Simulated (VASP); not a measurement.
Here is a VASP 6.6.1 calculation.

Contents of INCAR:

```
PREC = Accurate
ENCUT = 500
EDIFF = 1E-7
ISMEAR = 0
SIGMA = 0.01
LREAL = F
LASPH = T
NELM = 120
ALGO = Normal
ISIF = 3
LWAVE = F
LCHARG = F
IBRION = 2
NSW = 100
EDIFFG = -0.002
GGA_COMPAT = F
NELMIN = 4
```

Contents of KPOINTS:

```
Automatic mesh
0
Gamma
  12 12 12
```

POSCAR

```
GaAs
1.0
    0.0000000000      2.8265000000      2.8265000000
    2.8265000000      0.0000000000      2.8265000000
    2.8265000000      2.8265000000      0.0000000000
Ga As
1 1
Direct
    0.0000000000      0.0000000000      0.0000000000
    0.2500000000      0.2500000000      0.2500000000
```

Potentials or basis: VASP PAW LDA potentials, release 64 (Ga_d, As).

Launch:

```console
$ cat potpaw_LDA.64/Ga_d/POTCAR potpaw_LDA.64/As/POTCAR > POTCAR
$ mpirun -np 1 vasp_std > vasp.out
```

Q: Estimate the relaxed volume.

A: 22.08 Å³/atom.

Q: Predict the band gap on the k mesh.

A: 0.50 eV.

Final structure:
```cif
data_structure
_symmetry_space_group_name_H-M 'P 1'
_symmetry_Int_Tables_number 1
_cell_length_a 3.9677
_cell_length_b 3.9677
_cell_length_c 3.9677
_cell_angle_alpha 60.000
_cell_angle_beta 60.000
_cell_angle_gamma 60.000
_cell_volume 44.17
loop_
_atom_site_label
_atom_site_type_symbol
_atom_site_fract_x
_atom_site_fract_y
_atom_site_fract_z
_atom_site_occupancy
Ga1 Ga 0.00000 0.00000 0.00000 1
As1 As 0.25000 0.25000 0.25000 1
```

A k mesh can miss the band edges.
